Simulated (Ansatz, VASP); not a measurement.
**MnO in VASP and in Ansatz**

INCAR

```
SYSTEM = MnO
PREC = Accurate ; ENCUT = 520
EDIFF = 1E-6 ; ISMEAR = -1
SIGMA = 0.05 ; LREAL = .FALSE.
LASPH = .TRUE. ; NELM = 150
ALGO = Normal ; ISIF = 2
LWAVE = .FALSE. ; LCHARG = .FALSE.
ISPIN = 2 ; MAGMOM = 4 0
LORBIT = 11 ; LMAXMIX = 4
GGA = PE ; NBANDS = 20
```

KPOINTS

```
regular mesh
0
G
  16 16 16
  0 0 0
```

POSCAR

```
MnO
1.0
    0.0000000000      2.2440014309      2.2440014309
    2.2440014309      0.0000000000      2.2440014309
    2.2440014309      2.2440014309      0.0000000000
Mn O
1 1
Direct
    0.0000000000      0.0000000000      0.0000000000
    0.5000000000      0.5000000000      0.5000000000
```

Input for Ansatz:

```yaml
crystal:
  lattice:
    - [0.0, 2.2440014309, 2.2440014309]
    - [2.2440014309, 0.0, 2.2440014309]
    - [2.2440014309, 2.2440014309, 0.0]
  atoms:
    - { symbol: Mn, position: [0.0, 0.0, 0.0], spin: 4.0 }
    - { symbol: O, position: [0.5, 0.5, 0.5] }
magnetization:
  spin_polarized: true
kpoints:
  mp_grid: { grid: [16, 16, 16] }
scf:
  occupations: { method: fermi_dirac, width: 0.05 }
hamiltonian:
  xc: pbe
  pseudopotentials: { kind: all_electron, lapw: { basis_error: 0.00025 } }
output:
  forces: true
  stress: true
  eigenvalues: true
```

Change from the starting cell: volume scaled by 1.03.

Alike in both runs: task single point; functional PBE; k mesh 16 × 16 × 16; occupations fermi-dirac, width 0.05 eV; collinear spin.

|  | VASP | Ansatz |
| --- | --- | --- |
| version | VASP 6.6.1 | Ansatz 0.2.0 |
| potentials or method | VASP PAW PBE potentials, release 64 (Mn_pv, O), cutoff 520 eV | all-electron LAPW, scalar-relativistic |

|  | VASP | Ansatz | Ansatz less VASP |
| --- | --- | --- | --- |
| pressure (GPa) | -3.1 | -3.2 | -0.11 |
| net moment per atom (μB) | 2.41 | 2.41 | 0.000 |
| size of the moment on the site where the two differ most (μB) | 0.20 | 0.23 | +0.031 |

Site moments also hang on the region over which each program counts them. Ansatz ran all-electron here, and VASP with PAW potentials.
